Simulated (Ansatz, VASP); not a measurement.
**One calculation of P, two programs**

```
P
1.0
     3.29619    0.00000    0.00000
     0.00000    4.43916    0.00000
     0.00000    0.00000   21.74620
P
8
Direct
  0.50000 0.91750 0.20693
  0.00000 0.58250 0.20693
  0.50000 0.08250 0.30456
  0.00000 0.41750 0.30456
  0.50000 0.08250 0.49586
  0.00000 0.74751 0.49586
  0.50000 0.24751 0.59349
  0.00000 0.58250 0.59349
```

Alike in both runs: task single point; functional PBE; dispersion D3(BJ); k mesh 8 × 6 × 1; occupations gaussian, width 0.05 eV; no spin polarisation.

```csv
,VASP,Ansatz
version,VASP 6.6.1,Ansatz 0.2.0
potentials or method,"VASP PAW PBE potentials, release 64 (P), cutoff 520 eV","scalar-relativistic, plane waves, PAW"
valence electrons in the cell,40,40
```

```csv
,VASP,Ansatz,Ansatz less VASP
gap on the k mesh at the Fermi level (eV),0.51,0.50,-0.015
least direct gap on the mesh (eV),0.51,0.50,-0.015
rms of the force components (eV/Å),0.031,0.035,+0.0036
```

Atom by atom the forces differ by 0.031 eV/Å (rms over components).
